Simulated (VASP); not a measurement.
**K2TiF6: single point with LDA**

K2TiF6:

```xyz
9
Lattice="5.5425 0.0000 0.0000 -2.7712 4.7999 0.0000 0.0000 0.0000 4.4451" Properties=species:S:1:pos:R:3 pbc="T T T"
K     0.0000    3.1999    3.1310
K     2.7712    1.6000    1.3141
Ti    0.0000    0.0000    0.0000
F    -1.4352    4.0286    1.0300
F     0.0000    1.5427    1.0300
F     1.4352    4.0286    1.0300
F     4.2065    0.7713    3.4151
F     1.3360    0.7713    3.4151
F     2.7712    3.2572    3.4151
```

* Program: VASP 6.6.1
* Task: single point
* Functional: LDA
* Potentials or basis: VASP PAW LDA potentials, release 64 (K_sv, Ti_sv, F)
* Cutoff: 520 eV
* k mesh: 6 × 6 × 6
* Occupations: gaussian, width 0.02 eV
* Spin: no spin polarisation
* Dipole correction: no
* Further INCAR settings: ALGO = Normal; EDIFF = 1e-06; NBANDS = 46

```yaml
Pressure: 0.7 GPa
Largest_force: 0.146 eV/Å
Band_gap_on_the_k_mesh: 5.01 eV, indirect (the least direct gap lies 2.9 meV higher)
```

Forces on the atoms (eV/Å):
```
K    0.000  0.000 -0.003
K    0.000  0.000  0.003
Ti   0.000  0.000  0.000
F    0.104 -0.060  0.083
F    0.000  0.120  0.083
F   -0.104 -0.060  0.083
F   -0.104  0.060 -0.083
F    0.104  0.060 -0.083
F    0.000 -0.120 -0.083
```

Stress tensor (GPa, compression positive):
```
0.73 0.00 0.00
0.00 0.73 0.00
0.00 0.00 0.58
```

Levels at points of the mesh, in eV from the valence-band top:
```csv
k point,band 32,band 33,band 34,band 35,band 36,band 37,band 38,band 39,band 40,band 41
"(0.00, 0.00, 0.00)",-0.31,-0.15,-0.14,-0.14,0.00,5.01,5.07,5.07,8.12,8.12
"(0.50, 0.00, 0.00)",-0.44,-0.42,-0.33,-0.16,-0.11,5.05,5.16,5.24,7.79,8.14
"(0.00, 0.00, 0.50)",-0.35,-0.35,-0.24,-0.07,-0.07,5.07,5.07,5.10,8.05,8.05
"(0.50, 0.00, 0.50)",-0.45,-0.45,-0.36,-0.24,-0.07,5.04,5.17,5.23,7.76,8.06
```

Wall time 4.5 min on 1 thread of Intel Xeon 6975P-C (shared host), peak memory 0.3 GiB.

A k mesh can miss the band edges. A hybrid or GW would open this gap; LDA tends to underestimate it.
